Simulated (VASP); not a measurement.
Wanted: the native input for a VASP 6.6.1 run.

| Property | Result |
| --- | --- |
| Task | single point |
| Functional | PBEsol |
| Potentials or basis | VASP PAW PBE potentials, release 64 (Ca_sv) |
| Cutoff | 520 eV |
| k mesh | 6 × 6 × 6 |
| Occupations | fermi-dirac, width 0.15 eV |
| Spin | no spin polarisation |
| Dipole correction | no |
| Further INCAR settings | ALGO = Normal; EDIFF = 1e-06; NBANDS = 11 |

The structure of Ca lies in POSCAR:

```
Ca
1.0
    0.0000000000      2.9560000000      2.9560000000
    2.9560000000      0.0000000000      2.9560000000
    2.9560000000      2.9560000000      0.0000000000
Ca
1
Direct
    0.0000000000      0.0000000000      0.0000000000
```

The input as run:

INCAR

```
SYSTEM = Ca
PREC = Accurate
ENCUT = 520
EDIFF = 1E-6
ISMEAR = -1
SIGMA = 0.15
LREAL = .FALSE.
LASPH = .TRUE.
NELM = 60
ALGO = Normal
ISIF = 2
LWAVE = .FALSE.
LCHARG = .FALSE.
GGA = PS
NBANDS = 11
```

KPOINTS

```
regular mesh
0
G
  6 6 6
  0 0 0
```

Potentials or basis: VASP PAW PBE potentials, release 64 (Ca_sv).

Launch:

```bash
$ cat potpaw_PBE.64/Ca_sv/POTCAR > POTCAR
$ mpirun -np 1 vasp_std > vasp.out
```

It gave:

```json
{
 "Pressure": "-2.9 GPa",
 "Band gap on the k mesh": "zero (band 5 reaches 1.27 eV, above the bottom of band 6 at 0.91 eV)"
}
```

Caveat: the PAW data sets were made with another functional, which shifts forces and pressure a little.

Wall time 5.8 s on 1 thread of Intel(R) Xeon(R) Platinum 8559C (Emerald Rapids), on a shared host, peak memory 0.17 GiB.
